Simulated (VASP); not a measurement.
# CaSe (I4/mmm) in VASP: a series of runs, part 2 of 2

VASP 6.6.1. The steps go on from the part before.

## Step 3: Single point, LDA

This run uses another cell than the first one, of the same volume but with other edges.

Contents of INCAR:

```
SYSTEM = CaSe
PREC = Accurate ; ENCUT = 520
EDIFF = 1E-6 ; ISMEAR = 0
SIGMA = 0.05 ; LREAL = .FALSE.
LASPH = .TRUE. ; NELM = 80
ALGO = Normal ; ISIF = 2
LWAVE = .FALSE. ; LCHARG = .TRUE.
GGA = CA ; LELF = .TRUE.
LVHAR = .TRUE. ; NBANDS = 15
```

Contents of KPOINTS:

```
regular mesh
0
G
  10 10 10
  0 0 0
```

Contents of POSCAR:

```
CaSe
1.0
    0.0000000000      2.6336291868      3.7239516702
    2.6336291868      0.0000000000      3.7239516702
    2.6336291868      2.6336291868      0.0000000000
Ca Se
1 1
Direct
    0.0000000000      0.0000000000      0.0000000000
    0.5000000000      0.5000000000      0.5000000000
```

Potentials or basis: VASP PAW LDA potentials, release 64 (Ca_sv, Se).

Command:

```sh
> cat potpaw_LDA.64/Ca_sv/POTCAR potpaw_LDA.64/Se/POTCAR > POTCAR
> mpirun -np 1 vasp_std > vasp.out
```

Wall time 30 s (1 thread of Intel Xeon 6975P-C (Granite Rapids), shared host); peak memory 0.21 GiB.

It converged, with:

```yaml
Free_energy: -9.6729 eV
Pressure: 9.5 GPa
Band_gap_on_the_k_mesh: 1.40 eV
```

Stress tensor (GPa, compression positive):
```
17.45  0.00  0.00
 0.00 17.45  0.00
 0.00  0.00 -6.47
```

Levels at points of the mesh, in eV from the valence-band top:
```csv
k point,band 6,band 7,band 8,band 9,band 10,band 11
"(0.00, 0.00, 0.00)",-0.76,0.00,0.00,1.40,2.06,4.35
"(0.50, 0.00, 0.00)",-3.81,-1.91,-1.66,3.73,5.03,5.42
"(0.50, 0.50, 0.00)",-3.11,-0.29,-0.29,1.60,4.66,5.56
"(0.50, 0.00, 0.50)",-2.33,-1.74,-0.96,1.85,4.30,4.37
```

Caveat: the stress differs along the axes, from -6 to 17 GPa. A k mesh can miss the band edges.

## Step 4: Single point, LDA

This run uses another cell than the first one, of the same volume but with other edges.

Contents of INCAR:

```
  PREC = Accurate
  ENCUT = 520
  EDIFF = 1E-7
  ISMEAR = 0
  SIGMA = 0.05
  LREAL = False
  LASPH = True
  NELM = 80
  ALGO = Normal
  ISIF = 2
  LWAVE = False
  LCHARG = False
  GGA = CA
  NBANDS = 15
```

Contents of KPOINTS:

```
Automatic mesh
0
Gamma
  10 10 10
```

Contents of POSCAR:

```
CaSe
1.0
    0.0000000000      3.1205522195      2.6524693866
    3.1205522195      0.0000000000      2.6524693866
    3.1205522195      3.1205522195      0.0000000000
Ca Se
1 1
Direct
    0.0000000000      0.0000000000      0.0000000000
    0.5000000000      0.5000000000      0.5000000000
```

Command:

```sh
> cat potpaw_LDA.64/Ca_sv/POTCAR potpaw_LDA.64/Se/POTCAR > POTCAR
> mpirun -np 1 vasp_std > vasp.out
```

It took 29 s on 1 thread of Intel Xeon 6975P-C (Granite Rapids), shared host; peak memory 0.21 GiB.

The run converged. Its results:

```
Free energy            : -10.2459 eV
Pressure               : 0.8 GPa
Band gap on the k mesh : 1.66 eV (least direct gap 2.34 eV)
```

Stress tensor (GPa, compression positive):
```
-5.99  0.00  0.00
 0.00 -5.99  0.00
 0.00  0.00 14.52
```

Levels at points of the mesh, in eV from the valence-band top:
```csv
k point,band 5,band 6,band 7,band 8,band 9,band 10,band 11,band 12
"(0.00, 0.00, 0.00)",-12.03,-0.16,-0.16,0.00,2.34,3.15,3.15,3.74
"(0.50, 0.00, 0.00)",-11.22,-3.50,-1.49,-1.45,4.15,5.04,5.55,5.57
"(0.50, 0.50, 0.00)",-11.38,-2.16,-1.46,-1.46,1.66,4.82,5.15,5.64
"(0.50, 0.00, 0.50)",-11.52,-2.84,-0.88,-0.71,1.85,4.10,5.56,5.56
```

Caveat: the stress differs along the axes, from -6 to 15 GPa. A k mesh can miss the band edges.

## Step 5: Single point, LDA

This run uses another cell than the first one, of the same volume but with other edges.

Contents of INCAR:

```
  ALGO = Normal
  EDIFF = 1E-6
  ENCUT = 520
  GGA = CA
  ISIF = 2
  ISMEAR = 0
  LASPH = True
  LCHARG = False
  LREAL = False
  LWAVE = False
  NBANDS = 15
  NELM = 60
  PREC = Accurate
  SIGMA = 0.05
```

Contents of KPOINTS:

```
k-points
0
Gamma
  10 10 10
```

Contents of POSCAR:

```
CaSe
1.0
    0.0000000000      2.7817025014      3.3380430016
    2.7817025014      0.0000000000      3.3380430016
    2.7817025014      2.7817025014      0.0000000000
Ca Se
1 1
Direct
    0.0000000000      0.0000000000      0.0000000000
    0.5000000000      0.5000000000      0.5000000000
```

Potentials or basis: VASP PAW LDA potentials, release 64 (Ca_sv, Se).

Command:

```sh
> cat potpaw_LDA.64/Ca_sv/POTCAR potpaw_LDA.64/Se/POTCAR > POTCAR
> mpirun -np 1 vasp_std > vasp.out
```

OUTCAR:

```text
EDIFF = 1E-6
   ENCUT = 520
   GGA = CA
   ISIF = 2
   ISMEAR = 0
   LASPH = True
   LREAL = False
   NELM = 60
   PREC = Accurate

 ion  position               nearest neighbor table
   1  0.000  0.000  0.000-   2 2.78   2 2.78   2 2.78   2 2.78
   2  0.500  0.500  0.500-   1 2.78   1 2.78   1 2.78   1 2.78

  LATTYP: Found a body centered tetragonal cell.
 ALAT       =     3.9339214040
 C/A-ratio  =     1.6970562748

  Lattice vectors:

 A1 = (  -2.7817025014,   0.0000000000,   3.3380430016)
[... 617 lines left out ...]

------------------------ aborting loop because EDIFF is reached ----------------------------------------

  FORCE on cell =-STRESS in cart. coord.  units (eV):
  Direction    XX          YY          ZZ          XY          YZ          ZX
  --------------------------------------------------------------------------------------
  -------------------------------------------------------------------------------------
  Total        1.5777911      1.5777911     -2.4023853      0.0000000     -0.0000000      0.0000000
  in kB       48.9346862     48.9346862    -74.5092087      0.0000000     -0.0000000      0.0000000
  external PRESSURE =       7.7867213 kB  Pullay stress =       0.0000000 kB

 VOLUME and BASIS-vectors are now :
 -----------------------------------------------------------------------------
  energy-cutoff  :      520.00
  volume of cell :       51.66
      direct lattice vectors                 reciprocal lattice vectors
     0.000000000  2.781702501  3.338043002    -0.179746037  0.179746037  0.149788364
     2.781702501  0.000000000  3.338043002     0.179746037 -0.179746037  0.149788364
     2.781702501  2.781702501  0.000000000     0.179746037  0.179746037 -0.149788364

 POSITION                                       TOTAL-FORCE (eV/Angst)
 -----------------------------------------------------------------------------------
      0.00000      0.00000      0.00000        -0.000000      0.000000      0.000000
      2.78170      2.78170      3.33804         0.000000     -0.000000      0.000000
 -----------------------------------------------------------------------------------
    total drift:                                0.000000     -0.000000     -0.000000

  FREE ENERGIE OF THE ION-ELECTRON SYSTEM (eV)
  ---------------------------------------------------
  free  energy   TOTEN  =       -10.3027264475 eV

  energy  without entropy=      -10.3027264475  energy(sigma->0) =      -10.30272645
```

stdout:

```text
POSCAR found type information on POSCAR CaSe
 POSCAR found :  2 types and       2 ions
 scaLAPACK will be used
 LDA part: xc-table for (Slater(with rela. corr.)+CA(PZ))
 , standard interpolation
 POSCAR, INCAR and KPOINTS ok, starting setup
 FFT: planning ... GRIDC
 FFT: planning ... GRID_SOFT
 FFT: planning ... GRID
 WAVECAR not read
 entering main loop
```

It took 20 s on 1 thread of Intel Xeon 6975P-C (Granite Rapids), shared host; peak memory 0.22 GiB.

What came out:

* Free energy: -10.3027 eV
* Pressure: 0.8 GPa
* Band gap on the k mesh: 1.84 eV (least direct gap 2.28 eV)

Caveat: the stress differs along the axes, from -7 to 5 GPa.

## Step 6: The runs side by side

| cell | gap on the mesh (eV) | pressure (GPa) |
| --- | --- | --- |
| a = 4.064, b = 4.064, c = 4.693 Å, angles 54.7, 54.7, 70.5°, 2 atoms | 0.55 | 17.1 |
| a = 4.561, b = 4.561, c = 3.725 Å, angles 65.9, 65.9, 48.2°, 2 atoms | 1.40 | 9.5 |
| a = 4.096, b = 4.096, c = 4.413 Å, angles 57.4, 57.4, 65.2°, 2 atoms | 1.66 | 0.8 |
| a = 4.345, b = 4.345, c = 3.934 Å, angles 63.1, 63.1, 53.8°, 2 atoms | 1.84 | 0.8 |

Alike in all rows: task single point; level LDA; potentials or basis VASP PAW LDA potentials, release 64 (Ca_sv, Se); no spin polarisation; k mesh 10 × 10 × 10; cutoff (eV) 520; smearing gaussian 0.05 eV.

Caveats: the stress differs along the axes, from -7 to 66 GPa (at least some runs); semilocal functionals underestimate gaps, and a narrow one can read as zero (at least some runs); the stress differs along the axes, from -6 to 17 GPa (at least some runs); the stress differs along the axes, from -6 to 15 GPa (at least some runs); the stress differs along the axes, from -7 to 5 GPa (at least some runs).

Absolute energies hang on the potentials; compare differences alone.
